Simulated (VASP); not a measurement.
Input of a VASP 6.6.1 run:

INCAR

```
PREC     = Accurate       # precision mode
ENCUT    = 520            # plane-wave cutoff, eV
EDIFF    = 1E-6           # SCF threshold, eV
ISMEAR   = 0              # smearing method
SIGMA    = 0.01           # smearing width, eV
LREAL    = False          # projectors in reciprocal space
LASPH    = True           # aspherical terms in the spheres
NELM     = 100            # most SCF steps
ALGO     = Normal         # electronic algorithm
ISIF     = 2              # what is computed and relaxed
LWAVE    = False          # write WAVECAR
LCHARG   = False          # write CHGCAR
GGA      = PE             # functional
NBANDS   = 16             # bands
```

Contents of KPOINTS:

```
Automatic mesh
0
Gamma
  6 6 4
```

Contents of POSCAR:

```
AlN
1.0
    3.1066937606      0.0000000000      0.0000000000
   -1.5533468803      2.6904757185      0.0000000000
    0.0000000000      0.0000000000      4.9785915552
Al N
2 2
Direct
    0.3333333333      0.6666666667     -0.0032954727
    0.6666666667      0.3333333333      0.4967045273
    0.3333333333      0.6666666667      0.3782954727
    0.6666666667      0.3333333333      0.8782954727
```

Potentials or basis: VASP PAW PBE potentials, release 64 (Al, N).

Command:

```bash
$ cat potpaw_PBE.64/Al/POTCAR potpaw_PBE.64/N/POTCAR > POTCAR
$ mpirun -np 1 vasp_std > vasp.out
```

(1) Predict the pressure.

(2) Predict the largest force.

(3) Predict the band gap on the k mesh.

Answers

(1) 4.4 GPa.

(2) 0.010 eV/Å.

(3) 4.24 eV, direct.
